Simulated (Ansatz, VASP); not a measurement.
## ZnSbO: VASP beside Ansatz

Contents of INCAR:

```
PREC = Accurate
ENCUT = 600
EDIFF = 1E-7
ISMEAR = 0
SIGMA = 0.1
LREAL = F
LASPH = T
NELM = 100
ALGO = Normal
ISIF = 3
LWAVE = F
LCHARG = F
GGA = PE
IBRION = 2
NSW = 90
EDIFFG = -0.04
```

File KPOINTS:

```
Automatic mesh
0
Gamma
  6 6 4
```

POSCAR

```
ZnSbO
1.0
    3.5433865600      0.0000000000      0.0000000000
    0.0000000000      3.5433865600      0.0000000000
    0.0000000000      0.0000000000      5.1110120400
Zn Sb O
1 1 1
Direct
    0.5000000000      0.5000000000      0.0000000000
    0.5000000000      0.5000000000      0.5000000000
    0.0000000000      0.0000000000      0.5000000000
```

Input for Ansatz:

```yaml
crystal:
  lattice:
    - [3.54338656, 0.0, 0.0]
    - [0.0, 3.54338656, 0.0]
    - [0.0, 0.0, 5.11101204]
  atoms:
    - { symbol: Zn, position: [0.5, 0.5, 0.0] }
    - { symbol: Sb, position: [0.5, 0.5, 0.5] }
    - { symbol: O, position: [0.0, 0.0, 0.5] }
basis:
  ecutwfc: 420
kpoints:
  mp_grid: { grid: [6, 6, 4] }
hamiltonian:
  xc: pbe
scf:
  occupations: { method: gaussian, width: 0.1 }
  lower_state_search: "off"
output:
  forces: true
  stress: true
  eigenvalues: true
relax:
  adjacent_minimum: "off"
  f_tol: 0.04
  max_steps: 70
  cell: { stress_tol: 0.4 }
```

Alike in both runs: task relaxation of cell and atoms; functional PBE; k mesh 6 × 6 × 4; occupations gaussian, width 0.1 eV; no spin polarisation.

```csv
,VASP,Ansatz
version,VASP 6.6.1,Ansatz 0.2.0
potentials or method,"VASP PAW PBE potentials, release 64 (Zn, Sb, O), cutoff 600 eV","scalar-relativistic, plane waves, PAW"
valence electrons in the cell,23,33
```

Ansatz gave:

```
gap on the k mesh at the Fermi level, each at its own relaxed structure (eV)  : none
relaxed volume (Å³/atom)                                                      : 20.07
relaxed length of the cell vector where the two differ most in proportion (Å) : 5.478
```

Q: Which values does VASP return?

A: gap on the k mesh at the Fermi level, each at its own relaxed structure (eV): none; relaxed volume (Å³/atom): 20.02; relaxed length of the cell vector where the two differ most in proportion (Å): 5.513.

A gap of «none» marks a metal or a gap that the smearing closes. VASP's potentials hold 23 valence electrons a cell and Ansatz's 33, so a difference there can come from the potentials and not from the codes.

Spin-orbit coupling is off throughout.
